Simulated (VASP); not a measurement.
TaRh3:

```
CELL_PARAMETERS angstrom
3.89374 0.00000 0.00000
0.00000 3.89374 0.00000
0.00000 0.00000 3.89374
ATOMIC_POSITIONS crystal
Ta 0.00000 0.00000 0.00000
Rh 0.00000 0.50000 0.50000
Rh 0.50000 0.00000 0.50000
Rh 0.50000 0.50000 0.00000
```

| Property | Result |
| --- | --- |
| Program | VASP 6.6.1 |
| Task | relaxation of cell and atoms |
| Functional | LDA |
| Potentials or basis | VASP PAW LDA potentials, release 64 (Ta_pv, Rh_pv) |
| Cutoff | 600 eV |
| k mesh | 12 × 12 × 12 |
| Occupations | fermi-dirac, width 0.15 eV |
| Spin | no spin polarisation |

At the start: pressure -14.4 GPa; volume 14.76 Å³/atom.

Problem. Where does the relaxation end?

Solution. Over 14 steps the energy falls by 35.9 meV/atom and the volume is 14.00 Å³/atom (-5.2 %); space group Pm-3m (No. 221, to 0.05 Å).

Step by step:
| step | energy change (eV) | largest force (eV/Å) | pressure (GPa) | volume (Å³) |
| --- | --- | --- | --- | --- |
| 1 | 0.0000 | 0.0000 | -14.39 | 59.03 |
| 2 | 1.1603 | 0.0000 | 63.40 | 48.42 |
| 3 | -0.1432 | 0.0000 | -0.94 | 56.16 |
| 4 | -0.1436 | 0.0000 | -0.15 | 56.02 |
| 5 | -0.1436 | 0.0000 | 0.17 | 55.96 |
| 6 | -0.1436 | 0.0000 | -0.38 | 56.07 |
| 7 | -0.1437 | 0.0000 | -0.02 | 55.99 |
| 8 | -0.1437 | 0.0000 | 0.02 | 55.99 |
| 9 | -0.1437 | 0.0000 | -0.06 | 55.99 |
| 10 | -0.1437 | 0.0000 | 0.06 | 55.99 |
| 11 | -0.1437 | 0.0000 | -0.05 | 56.00 |
| 12 | -0.1437 | 0.0000 | -0.02 | 56.00 |
| 13 | -0.1437 | 0.0000 | -0.04 | 56.00 |
| 14 | -0.1437 | 0.0000 | 0.00 | 55.99 |

Final structure:
```
Ta Rh
1.0
     3.82569    0.00000    0.00000
     0.00000    3.82569    0.00000
     0.00000    0.00000    3.82569
Ta Rh
1 3
Direct
  0.00000 0.00000 0.00000
  0.00000 0.50000 0.50000
  0.50000 0.00000 0.50000
  0.50000 0.50000 0.00000
```
